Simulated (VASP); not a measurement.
Runs of VASP 6.6.1 on Cl. The structure is that of space group Pnma (No. 62), or close to it. The cells are those of the table. 

| task | cell | k mesh | cutoff (eV) | gap on the mesh (eV) | pressure (GPa) | largest force (eV/Å) |
| --- | --- | --- | --- | --- | --- | --- |
| single point | a = 4.143, b = 2.896, c = 9.471 Å, 4 atoms | 12 × 16 × 6 | 520 | none | (b) | 0.02 |
| single point | a = 3.973, b = 3.003, c = 9.015 Å, 4 atoms | 4 × 6 × 2 | 520 | none | -0.2 | 0.05 |
| single point | a = 4.018, b = 3.248, c = 8.667 Å, 4 atoms | 4 × 6 × 2 | 520 | none | (a) | 0.73 |
| relaxation of cell and atoms | relaxed from a = 4.018, b = 3.248, c = 8.667 Å, 4 atoms | 4 × 6 × 2 | 600 | none | 0.1 | 0.03 |

Alike in all rows: level PBE; potentials or basis VASP PAW PBE potentials, release 64 (Cl); no spin polarisation; smearing gaussian 0.1 eV.

Estimate the missing entries.

(a) 0.5; (b) -0.1.

Caveats: some runs use coarse meshes.

A gap of «none» marks levels without a gap at the run's occupations.
